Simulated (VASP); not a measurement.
# BN (R3m) in VASP: further runs

Runs on BN. Level: LDA. Tasks: single point.

All numbers are computed with VASP 6.6.1; they aren't measurements. Logs are shortened: lines on timing, memory, paths and dates and some standing lists are left out, and cuts for length are marked.

## Step 1: The cell of the first run

Symmetry: R3m, No. 160, trigonal system. The conventional cell has a = 2.434 Å, b = 2.434 Å, c = 9.841 Å, α = 90.00°, β = 90.00°, γ = 120.00°. Within 1.9 Å of B (site symmetry 3m) lie 3 N at 1.41 Å. N (site symmetry 3m) has 3 B at 1.41 Å within 1.9 Å.

## Step 2: Single point, LDA

Input file INCAR:

```
SYSTEM = BN
PREC = Accurate
ENCUT = 520
EDIFF = 1E-6
ISMEAR = 0
SIGMA = 0.01
LREAL = .FALSE.
LASPH = .TRUE.
NELM = 100
ALGO = Normal
ISIF = 2
LWAVE = .FALSE.
LCHARG = .FALSE.
GGA = CA
NBANDS = 11
```

Input file KPOINTS:

```
Automatic mesh
0
G
  8 8 8
  0 0 0
```

Input file POSCAR:

```
BN
1.0
    1.2168272774      0.7025349498      3.2804779200
   -1.2168272774      0.7025349498      3.2804779200
    0.0000000000     -1.4050708722      3.2804779200
B N
1 1
Direct
    0.9996710000      0.9996710000      0.9996710000
    0.3327620000      0.3327620000      0.3327620000
```

Potentials or basis: VASP PAW LDA potentials, release 64 (B, N).

Started as:

```sh
> cat potpaw_LDA.64/B/POTCAR potpaw_LDA.64/N/POTCAR > POTCAR
> mpirun -np 1 vasp_std > vasp.out
```

OUTCAR:

```text
SYSTEM = BN
   PREC = Accurate
   ENCUT = 520
   EDIFF = 1E-6
   ISMEAR = 0
   LREAL = .FALSE.
   LASPH = .TRUE.
   NELM = 100
   ISIF = 2
   GGA = CA

 ion  position               nearest neighbor table
   1  1.000  1.000  1.000-   2 1.41   2 1.41   2 1.41
   2  0.333  0.333  0.333-   1 1.41   1 1.41   1 1.41

  LATTYP: Found a trigonal (rhomboedric) cell.
 ALAT       =     3.5687195690
 COS(alpha) =     0.7674785490

  Lattice vectors:

 A1 = (   1.2168272774,   0.7025349498,   3.2804779200)
 A2 = (  -1.2168272774,   0.7025349498,   3.2804779200)
 A3 = (   0.0000000000,  -1.4050708722,   3.2804779200)

Analysis of symmetry for initial positions (statically):
=====================================================================
 Subroutine PRICEL returns:
 Original cell was already a primitive cell.

 Routine SETGRP: Setting up the symmetry group for a
 trigonal (rhombohedral) supercell.

 Subroutine GETGRP returns: Found  6 space group operations
 (whereof  6 operations were pure point group operations)
 out of a pool of 12 trial point group operations.

The static configuration has the point symmetry C_3v.

Analysis of symmetry for dynamics (positions and initial velocities):
=====================================================================
 Subroutine PRICEL returns:
 Original cell was already a primitive cell.

 Routine SETGRP: Setting up the symmetry group for a
 trigonal (rhombohedral) supercell.

 Subroutine GETGRP returns: Found  6 space group operations
 (whereof  6 operations were pure point group operations)
 out of a pool of 12 trial point group operations.

The dynamic configuration has the point symmetry C_3v.

 Subroutine INISYM returns: Found  6 space group operations
 (whereof  6 operations are pure point group operations),
 and found     1 'primitive' translations

----------------------------------------------------------------------------------------

                                     Primitive cell

  volume of cell :      16.8262

  direct lattice vectors                    reciprocal lattice vectors
     1.216827277  0.702534950  3.280477920     0.410904661  0.237236012  0.101611234
    -1.216827277  0.702534950  3.280477920    -0.410904661  0.237236012  0.101611234
     0.000000000 -1.405070872  3.280477920     0.000000000 -0.474472024  0.101611164

  length of vectors
     3.568719569  3.568719569  3.568719594     0.485230264  0.485230264  0.485230389

  position of ions in fractional coordinates (direct lattice)
     0.999671000  0.999671000  0.999671000
     0.332762000  0.332762000  0.332762000

  ion indices of the primitive-cell ions
   primitive index   ion index
                 1           1
                 2           2

----------------------------------------------------------------------------------------

 KPOINTS: Automatic mesh

Automatic generation of k-mesh.
 Grid dimensions read from file:
 generate k-points for:    8    8    8

 Generating k-lattice:

  Cartesian coordinates                     Fractional coordinates (reciprocal lattice)
     0.051363083  0.029654501  0.012701404     0.125000000 -0.000000000  0.000000000
    -0.051363083  0.029654501  0.012701404    -0.000000000  0.125000000  0.000000000
     0.000000000 -0.059309003  0.012701395     0.000000000  0.000000000  0.125000000

  Length of vectors
     0.060653783  0.060653783  0.060653799

  Shift w.r.t. Gamma in fractional coordinates (k-lattice)
     0.000000000  0.000000000  0.000000000

 Subroutine IBZKPT returns following result:
 ===========================================

 Found     65 irreducible k-points:

 Following reciprocal coordinates:
            Coordinates               Weight
  0.000000  0.000000  0.000000      1.000000
  0.125000  0.000000  0.000000      6.000000
  0.250000  0.000000  0.000000      6.000000
  0.375000  0.000000  0.000000      6.000000
  0.500000  0.000000  0.000000      3.000000
  0.125000  0.125000  0.000000      6.000000
[... 16 lines left out ...]
  0.250000  0.125000  0.125000      6.000000
  0.375000  0.125000  0.125000      6.000000
 [... further k-points ...]
   k-points           NKPTS =     65   k-points in BZ     NKDIM =     65   number of bands    NBANDS=     11
   number of dos      NEDOS =    301   number of ions     NIONS =      2
   total plane-waves  NPLWV =  21952
   dimension x,y,z NGX =    28 NGY =   28 NGZ =   28
   dimension x,y,z NGXF=    56 NGYF=   56 NGZF=   56
   ions per type =               1   1
   NGX,Y,Z   is equivalent  to a cutoff of  13.04, 13.04, 13.04 a.u.
   NGXF,Y,Z  is equivalent  to a cutoff of  26.09, 26.09, 26.09 a.u.
 SYSTEM =  BN
   PREC   = accura    normal or accurate (medium, high low for compatibility)
   ISTART =      0    job   : 0-new  1-cont  2-samecut
   ICHARG =      2    charge: 1-file 2-atom 10-const
   ISPIN  =      1    spin polarized calculation?
   LNONCOLLINEAR =      F non collinear calculations
   LSORBIT =      F    spin-orbit coupling
   LASPH  =      T    aspherical Exc in radial PAW
   ENCUT  =  520.0 eV  38.22 Ry    6.18 a.u.   6.64  6.64  6.64*2*pi/ulx,y,z
   NELM   =    100;   NELMIN=  2; NELMDL= -5     # of ELM steps
   EDIFF  = 0.1E-05   stopping-criterion for ELM
   LREAL  =      F    real-space projection
   EDIFFG = 0.1E-04   stopping-criterion for IOM
   NSW    =      0    number of steps for IOM
   IBRION =     -1    ionic relax: 0-MD 1-quasi-New 2-CG
   NFREE  =      0    steps in history (QN), initial steepest desc. (CG)
   ISIF   =      2    stress and relaxation
   ISYM   =      2    0-nonsym 1-usesym 2-fastsym
   POTIM  = 0.5000    time-step for ionic-motion
   TEBEG  =    0.0;   TEEND  =   0.0 temperature during run
   PSTRESS=    0.0 pullay stress
   NELECT =       8.0000    total number of electrons
   NUPDOWN=      -1.0000    fix difference up-down
   EMIN   =  10.00;   EMAX   =-10.00  energy-range for DOS
   EFERMI =   0.00;   METHOD = LEGACY
   ISMEAR =     0;   SIGMA  =   0.01  broadening in eV -4-tet -1-fermi 0-gaus
   EFERMI_NEDOS =   21; number of points for ismear=-14 and -15
   IALGO  =     38    algorithm
   IMIX   =      4    mixing-type and parameters
     AMIX     =   0.40;   BMIX     =  1.00
     AMIX_MAG =   1.60;   BMIX_MAG =  1.00
  volume/ion in A,a.u.               =       8.41        56.77
  Fermi-wavevector in a.u.,A,eV,Ry     =   1.277742  2.414581 22.213190  1.632623
  Thomas-Fermi vector in A             =   2.410324
   LORBIT       =      0    0 simple, 1 ext, 2 COOP (PROOUT), +10 PAW based schemes
   GGA     = CA    functional components
   LHFCALC =     F    Hartree Fock is set to
   AEXX    =    0.0000 exact exchange contribution
   IVDW    =     0    specifies the selected vdW correction
   LEPSILON=     F    determine dielectric tensor
   LRPA    =     F    only Hartree local field effects (RPA)
 non-spin polarized calculation
 Gauss-broadening in eV      SIGMA  =   0.01
  energy-cutoff  :      520.00
  volume of cell :       16.83
 maximum number of plane-waves:       466
   NGX = 13   NGY = 13   NGZ = 13

 number of electron       8.0000000 magnetization

 Free energy of the ion-electron system (eV)
  ---------------------------------------------------
  ext. energy  EPLUGINS =         0.00000000
  ---------------------------------------------------
  free energy    TOTEN  =       -19.22267067 eV

  energy without entropy =      -19.22267067  energy(sigma->0) =      -19.22267067

 E-fermi :   2.7151     XC(G=0): -10.7824

 val. band max:        2.6034480767   @ k =  -0.1250   0.5000   0.1250
 cond. band min:       6.7794074994   @ k =   0.5000   0.5000   0.0000
 fundamental gap:      4.1759594227
 Fermi energy:         2.7151435207

 k-point     1 :       0.0000    0.0000    0.0000
  band No.  band energies     occupation
      1     -15.4886      2.00000
      2      -1.9229      2.00000
      3       1.4168      2.00000
      4       1.4168      2.00000
      5       7.5836      0.00000
      6      14.8847      0.00000
      7      14.8847      0.00000
      8      16.6221      0.00000
      9      19.0377      0.00000
     10      29.7622      0.00000
     11      31.5191      0.00000

 k-point     2 :       0.1250    0.0000    0.0000
  band No.  band energies     occupation
      1     -15.1598      2.00000
      2      -1.5680      2.00000
      3       0.1870      2.00000
      4       0.8253      2.00000
      5       8.2014      0.00000
      6      14.7669      0.00000
      7      15.4990      0.00000
      8      16.2820      0.00000
      9      19.9500      0.00000
     10      27.9134      0.00000
     11      29.9883      0.00000

 k-point     3 :       0.2500    0.0000    0.0000
  band No.  band energies     occupation
      1     -14.2147      2.00000
      2      -2.5066      2.00000
      3      -0.5276      2.00000
      4      -0.3335      2.00000
      5       9.7345      0.00000
      6      12.8310      0.00000
      7      14.7116      0.00000
      8      19.7315      0.00000
      9      21.2947      0.00000
     10      24.3440      0.00000
     11      27.2516      0.00000

 k-point     4 :       0.3750    0.0000    0.0000
  band No.  band energies     occupation
      1     -12.8618      2.00000
      2      -5.2510      2.00000
      3      -1.2603      2.00000
      4       0.9755      2.00000
      5       9.4236      0.00000
      6      12.3176      0.00000
      7      14.9147      0.00000
      8      19.8722      0.00000
      9      23.6531      0.00000
     10      23.8315      0.00000
     11      25.5809      0.00000

 k-point     5 :       0.5000    0.0000    0.0000
  band No.  band energies     occupation
      1     -11.9955      2.00000
      2      -6.6279      2.00000
      3      -1.5991      2.00000
      4       1.9544      2.00000
      5       7.9519      0.00000
      6      13.3584      0.00000
      7      15.8662      0.00000
      8      17.8917      0.00000
      9      23.1509      0.00000
     10      25.0105      0.00000
     11      26.0842      0.00000
[... 211 lines left out ...]
 k-point    21 :       0.5000    0.5000    0.0000
  band No.  band energies     occupation
      1     -11.9089      2.00000
      2      -6.4802      2.00000
      3      -1.6636      2.00000
      4       1.2822      2.00000
      5       6.7794      0.00000
      6      13.3899      0.00000
      7      17.1379      0.00000
      8      20.6685      0.00000
      9      23.9091      0.00000
     10      25.7639      0.00000
     11      29.5496      0.00000

 k-point    22 :       0.1250    0.1250    0.1250
  band No.  band energies     occupation
      1     -15.4427      2.00000
      2      -2.3353      2.00000
      3       1.4139      2.00000
      4       1.4139      2.00000
      5       8.3379      0.00000
      6      14.8731      0.00000
      7      14.8731      0.00000
      8      16.6241      0.00000
      9      19.0625      0.00000
     10      29.5817      0.00000
     11      31.0197      0.00000

 k-point    23 :       0.2500    0.1250    0.1250
  band No.  band energies     occupation
      1     -15.0886      2.00000
      2      -2.1850      2.00000
      3       0.1814      2.00000
      4       0.8289      2.00000
      5       9.3268      0.00000
      6      14.7681      0.00000
      7      15.6606      0.00000
      8      16.2647      0.00000
      9      19.8491      0.00000
     10      28.4306      0.00000
     11      29.6438      0.00000

 k-point    24 :       0.3750    0.1250    0.1250
  band No.  band energies     occupation
      1     -14.1318      2.00000
      2      -2.5442      2.00000
      3      -1.2015      2.00000
      4      -0.3313      2.00000
      5      10.6873      0.00000
      6      13.5862      0.00000
      7      14.8133      0.00000
      8      19.7151      0.00000
      9      20.8699      0.00000
     10      25.1248      0.00000
     11      27.1284      0.00000

 [... further k-points ...]

------------------------ aborting loop because EDIFF is reached ----------------------------------------

  FORCE on cell =-STRESS in cart. coord.  units (eV):
  Direction    XX          YY          ZZ          XY          YZ          ZX
  --------------------------------------------------------------------------------------
  -------------------------------------------------------------------------------------
  Total        2.9986066      2.9986042     -0.0651628      0.0000000      0.0000000      0.0000000
  in kB      285.5253276    285.5250983     -6.2047632      0.0000000      0.0000006      0.0000000
  external PRESSURE =     188.2818876 kB  Pullay stress =       0.0000000 kB

 VOLUME and BASIS-vectors are now :
 -----------------------------------------------------------------------------
  energy-cutoff  :      520.00
  volume of cell :       16.83
      direct lattice vectors                 reciprocal lattice vectors
     1.216827277  0.702534950  3.280477920     0.410904661  0.237236012  0.101611234
    -1.216827277  0.702534950  3.280477920    -0.410904661  0.237236012  0.101611234
     0.000000000 -1.405070872  3.280477920     0.000000000 -0.474472024  0.101611164

 POSITION                                       TOTAL-FORCE (eV/Angst)
 -----------------------------------------------------------------------------------
      0.00000     -0.00000      9.83820         0.000000     -0.000000      0.004509
      0.00000     -0.00000      3.27486         0.000000      0.000000     -0.004509
 -----------------------------------------------------------------------------------
    total drift:                                0.000000      0.000023      0.000071

  FREE ENERGIE OF THE ION-ELECTRON SYSTEM (eV)
  ---------------------------------------------------
  free  energy   TOTEN  =       -19.2226706665 eV

  energy  without entropy=      -19.2226706665  energy(sigma->0) =      -19.22267067
```

Wall time 15 s (1 thread of Intel Xeon Platinum 8488C (Sapphire Rapids), shared host); peak memory 0.12 GiB.

What came out:

```
Free energy            : -19.2227 eV
Pressure               : 18.8 GPa
Largest force          : 0.005 eV/Å
Band gap on the k mesh : 4.18 eV, indirect (least direct gap 5.02 eV)
```

Forces on the atoms (eV/Å):
```
B    0.000  0.000  0.005
N    0.000  0.000 -0.005
```

[end of part 1 of 2]
